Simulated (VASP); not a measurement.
# SiO2 (I-42d) in VASP: a series of runs, part 2 of 2

VASP 6.6.1. The steps go on from the part before.

### Step 3. Single point, r2SCAN

Input file POSCAR:

```
SiO2
1.0
   -2.3740500000      2.3740500000      3.7440000000
    2.3740500000     -2.3740500000      3.7440000000
    2.3740500000      2.3740500000     -3.7440000000
Si O
2 4
Direct
    0.0000000000      0.0000000000      0.0000000000
    0.7500000000      0.2500000000      0.5000000000
    0.9983800000      0.6250000000      0.8733800000
    0.3750000000      0.2483800000      0.3733800000
    0.7516200000      0.1250000000      0.1266200000
    0.8750000000      0.0016200000      0.6266200000
```

Input file INCAR.step1:

```
PREC = Accurate
ENCUT = 520
ISMEAR = 0
SIGMA = 0.01
LREAL = False
LASPH = True
NELM = 80
NBANDS = 25
GGA = PE
ALGO = Normal
EDIFF = 1E-4
LWAVE = True
LCHARG = False
```

Input file INCAR.step2:

```
PREC = Accurate
ENCUT = 520
EDIFF = 1E-6
ISMEAR = 0
SIGMA = 0.01
LREAL = False
LASPH = True
NELM = 80
ALGO = Normal
ISIF = 2
LWAVE = False
LCHARG = False
METAGGA = R2SCAN
LMIXTAU = True
NBANDS = 25
ISTART = 1
```

Input file KPOINTS:

```
regular mesh
0
Gamma
  6 6 6
```

Potentials or basis: VASP PAW PBE potentials, release 64 (Si, O).

Command:

```console
$ cat potpaw_PBE.64/Si/POTCAR potpaw_PBE.64/O/POTCAR > POTCAR
$ cp INCAR.step1 INCAR
$ mpirun -np 1 vasp_std > vasp.out
$ cp INCAR.step2 INCAR
$ mpirun -np 1 vasp_std > vasp.out
```

OUTCAR:

```text
PREC = Accurate
   ENCUT = 520
   EDIFF = 1E-6
   ISMEAR = 0
   LREAL = False
   LASPH = True
   NELM = 80
   ISIF = 2
   METAGGA = R2SCAN
   ISTART = 1

 ion  position               nearest neighbor table
   1  0.000  0.000  0.000-   3 1.62   4 1.62   5 1.62   6 1.62   2 3.02   2 3.02   2 3.02   2 3.02

   2  0.750  0.250  0.500-   3 1.62   4 1.62   5 1.62   6 1.62   1 3.02   1 3.02   1 3.02   1 3.02

   3  0.998  0.625  0.873-   1 1.62   2 1.62
   4  0.375  0.248  0.373-   1 1.62   2 1.62
   5  0.752  0.125  0.127-   1 1.62   2 1.62
   6  0.875  0.002  0.627-   1 1.62   2 1.62

  LATTYP: Found a body centered tetragonal cell.
 ALAT       =     4.7481000000
 C/A-ratio  =     1.5770518734

  Lattice vectors:

 A1 = (  -2.3740500000,   2.3740500000,   3.7440000000)
 A2 = (   2.3740500000,  -2.3740500000,   3.7440000000)
 A3 = (   2.3740500000,   2.3740500000,  -3.7440000000)

Analysis of symmetry for initial positions (statically):
=====================================================================
 Subroutine PRICEL returns:
 Original cell was already a primitive cell.

 Routine SETGRP: Setting up the symmetry group for a
 body centered tetragonal supercell.

 Subroutine GETGRP returns: Found  8 space group operations
 (whereof  4 operations were pure point group operations)
 out of a pool of 16 trial point group operations.

The static configuration has the point symmetry S_4 .
 The point group associated with its full space group is D_2d.

Analysis of symmetry for dynamics (positions and initial velocities):
=====================================================================
 Subroutine PRICEL returns:
 Original cell was already a primitive cell.

 Routine SETGRP: Setting up the symmetry group for a
 body centered tetragonal supercell.

 Subroutine GETGRP returns: Found  8 space group operations
 (whereof  4 operations were pure point group operations)
 out of a pool of 16 trial point group operations.

The dynamic configuration has the point symmetry S_4 .
 The point group associated with its full space group is D_2d.

 Subroutine INISYM returns: Found  8 space group operations
 (whereof  4 operations are pure point group operations),
 and found     1 'primitive' translations

----------------------------------------------------------------------------------------

                                     Primitive cell

  volume of cell :      84.4064

  direct lattice vectors                    reciprocal lattice vectors
    -2.374050000  2.374050000  3.744000000     0.000000000  0.210610560  0.133547009
     2.374050000 -2.374050000  3.744000000     0.210610560  0.000000000  0.133547009
     2.374050000  2.374050000 -3.744000000     0.210610560  0.210610560  0.000000000

  length of vectors
     5.028892801  5.028892801  5.028892801     0.249382460  0.249382460  0.297848310

  position of ions in fractional coordinates (direct lattice)
     0.000000000  0.000000000  0.000000000
     0.750000000  0.250000000  0.500000000
     0.998380000  0.625000000  0.873380000
     0.375000000  0.248380000  0.373380000
[... 37 lines left out ...]

 Following reciprocal coordinates:
            Coordinates               Weight
  0.000000  0.000000  0.000000      1.000000
  0.166667  0.000000  0.000000      8.000000
  0.333333 -0.000000  0.000000      8.000000
  0.500000  0.000000  0.000000      4.000000
  0.166667  0.166667  0.000000      8.000000
  0.333333  0.166667  0.000000     16.000000
[... 16 lines left out ...]
 -0.333333 -0.333333  0.166667      8.000000
 -0.166667 -0.333333  0.166667      8.000000
 [... further k-points ...]
   k-points           NKPTS =     30   k-points in BZ     NKDIM =     30   number of bands    NBANDS=     25
   number of dos      NEDOS =    301   number of ions     NIONS =      6
   total plane-waves  NPLWV =  64000
   dimension x,y,z NGX =    40 NGY =   40 NGZ =   40
   dimension x,y,z NGXF=    80 NGYF=   80 NGZF=   80
   ions per type =               2   4
   NGX,Y,Z   is equivalent  to a cutoff of  13.22, 13.22, 13.22 a.u.
   NGXF,Y,Z  is equivalent  to a cutoff of  26.45, 26.45, 26.45 a.u.
 SYSTEM =  unknown system
   PREC   = accura    normal or accurate (medium, high low for compatibility)
   ISTART =      1    job   : 0-new  1-cont  2-samecut
   ICHARG =      0    charge: 1-file 2-atom 10-const
   ISPIN  =      1    spin polarized calculation?
   LNONCOLLINEAR =      F non collinear calculations
   LSORBIT =      F    spin-orbit coupling
   LASPH  =      T    aspherical Exc in radial PAW
   ENCUT  =  520.0 eV  38.22 Ry    6.18 a.u.   9.35  9.35  9.35*2*pi/ulx,y,z
   NELM   =     80;   NELMIN=  2; NELMDL=  0     # of ELM steps
   EDIFF  = 0.1E-05   stopping-criterion for ELM
   LREAL  =      F    real-space projection
   EDIFFG = 0.1E-04   stopping-criterion for IOM
   NSW    =      0    number of steps for IOM
   IBRION =     -1    ionic relax: 0-MD 1-quasi-New 2-CG
   NFREE  =      0    steps in history (QN), initial steepest desc. (CG)
   ISIF   =      2    stress and relaxation
   ISYM   =      2    0-nonsym 1-usesym 2-fastsym
   POTIM  = 0.5000    time-step for ionic-motion
   TEBEG  =    0.0;   TEEND  =   0.0 temperature during run
   PSTRESS=    0.0 pullay stress
   NELECT =      32.0000    total number of electrons
   NUPDOWN=      -1.0000    fix difference up-down
   EMIN   =  10.00;   EMAX   =-10.00  energy-range for DOS
   EFERMI =   0.00;   METHOD = LEGACY
   ISMEAR =     0;   SIGMA  =   0.01  broadening in eV -4-tet -1-fermi 0-gaus
   EFERMI_NEDOS =   21; number of points for ismear=-14 and -15
   IALGO  =     38    algorithm
   IMIX   =      4    mixing-type and parameters
     AMIX     =   0.40;   BMIX     =  1.00
     AMIX_MAG =   1.60;   BMIX_MAG =  1.00
  volume/ion in A,a.u.               =      14.07        94.93
  Fermi-wavevector in a.u.,A,eV,Ry     =   1.184858  2.239057 19.101062  1.403888
  Thomas-Fermi vector in A             =   2.321064
   LORBIT       =      0    0 simple, 1 ext, 2 COOP (PROOUT), +10 PAW based schemes
   METAGGA = R2SCAN    functional components
   LHFCALC =     F    Hartree Fock is set to
   AEXX    =    0.0000 exact exchange contribution
   IVDW    =     0    specifies the selected vdW correction
   LEPSILON=     F    determine dielectric tensor
   LRPA    =     F    only Hartree local field effects (RPA)
 non-spin polarized calculation
 Gauss-broadening in eV      SIGMA  =   0.01
  energy-cutoff  :      520.00
  volume of cell :       84.41
 maximum number of plane-waves:      2317
 NGX is ok and might be reduce to    40
   NGX = 19   NGY = 19   NGZ = 19

 number of electron      32.0000012 magnetization

 Free energy of the ion-electron system (eV)
  ---------------------------------------------------
  ext. energy  EPLUGINS =         0.00000000
  ---------------------------------------------------
  free energy    TOTEN  =       -59.53113043 eV

  energy without entropy =      -59.53113043  energy(sigma->0) =      -59.53113043

 E-fermi :  -0.4740     XC(G=0):  -8.9990

 val. band max:       -0.5804325325   @ k =   0.0000   0.0000   0.0000
 cond. band min:       6.1141476133   @ k =   0.0000   0.0000   0.0000
 fundamental gap:      6.6945801458
 Fermi energy:        -0.4739751539

 k-point     1 :       0.0000    0.0000    0.0000
  band No.  band energies     occupation
      1     -20.6637      2.00000
      2     -18.5862      2.00000
      3     -18.5658      2.00000
      4     -18.5658      2.00000
      5      -9.4497      2.00000
      6      -5.9252      2.00000
[... 661 lines left out ...]
     24      14.0686      0.00000
     25      14.5803      0.00000

 [... further k-points ...]

------------------------ aborting loop because EDIFF is reached ----------------------------------------

  FORCE on cell =-STRESS in cart. coord.  units (eV):
  Direction    XX          YY          ZZ          XY          YZ          ZX
  --------------------------------------------------------------------------------------
  -------------------------------------------------------------------------------------
  Total       -0.2286673     -0.2286673     -1.2584815      0.0000000      0.0000000      0.0000000
  in kB       -4.3404936     -4.3404936    -23.8881145      0.0000000      0.0000000      0.0000000
  external PRESSURE =     -10.8563672 kB  Pullay stress =       0.0000000 kB

 VOLUME and BASIS-vectors are now :
 -----------------------------------------------------------------------------
  energy-cutoff  :      520.00
  volume of cell :       84.41
      direct lattice vectors                 reciprocal lattice vectors
    -2.374050000  2.374050000  3.744000000     0.000000000  0.210610560  0.133547009
     2.374050000 -2.374050000  3.744000000     0.210610560  0.000000000  0.133547009
     2.374050000  2.374050000 -3.744000000     0.210610560  0.210610560  0.000000000

 POSITION                                       TOTAL-FORCE (eV/Angst)
 -----------------------------------------------------------------------------------
      0.00000      0.00000      0.00000        -0.000000      0.000000      0.000000
      0.00000      2.37405      1.87200        -0.000000      0.000000     -0.000000
      1.18702      2.95987      2.80800         0.000000     -0.187055     -0.000000
      0.58582      1.18702      0.93600        -0.187055      0.000000     -0.000000
     -1.18702      1.78823      2.80800        -0.000000      0.187055      0.000000
     -0.58582      3.56107      0.93600         0.187055      0.000000      0.000000
 -----------------------------------------------------------------------------------
    total drift:                                0.000011      0.000011     -0.000002

  FREE ENERGIE OF THE ION-ELECTRON SYSTEM (eV)
  ---------------------------------------------------
  free  energy   TOTEN  =       -59.5311304318 eV

  energy  without entropy=      -59.5311304318  energy(sigma->0) =      -59.53113043
```

It took 10 min on 1 thread of AMD EPYC 7R13, shared host; peak memory 0.23 GiB.

Results:

```yaml
Free_energy: -59.5311 eV
Pressure: -1.1 GPa
Largest_force: 0.187 eV/Å
Band_gap_on_the_k_mesh: 6.69 eV, direct
```

Forces on the atoms (eV/Å):
```
Si   0.000  0.000  0.000
Si   0.000  0.000  0.000
O    0.000 -0.187  0.000
O   -0.187  0.000  0.000
O    0.000  0.187  0.000
O    0.187  0.000  0.000
```

Levels at points of the mesh, in eV from the valence-band top:
```
           k point  band 12  band 13  band 14  band 15  band 16  band 17  band 18  band 19  band 20  band 21
(0.00, 0.00, 0.00)    -1.37    -1.35    -1.04     0.00     0.00     6.69     9.51    12.32    12.32    12.38
(0.50, 0.00, 0.00)    -1.47    -1.29    -0.69    -0.29    -0.18     9.22     9.93    10.85    11.13    12.17
(0.50, 0.50, 0.00)    -1.91    -0.76    -0.76    -0.24    -0.24    10.27    10.27    11.12    11.12    12.22
(0.50, 0.50, 0.50)    -1.94    -1.52    -1.52    -0.11    -0.11     9.77     9.77    10.55    10.55    13.30
```

Caveat: the PAW data sets were made with another functional, which shifts forces and pressure a little.
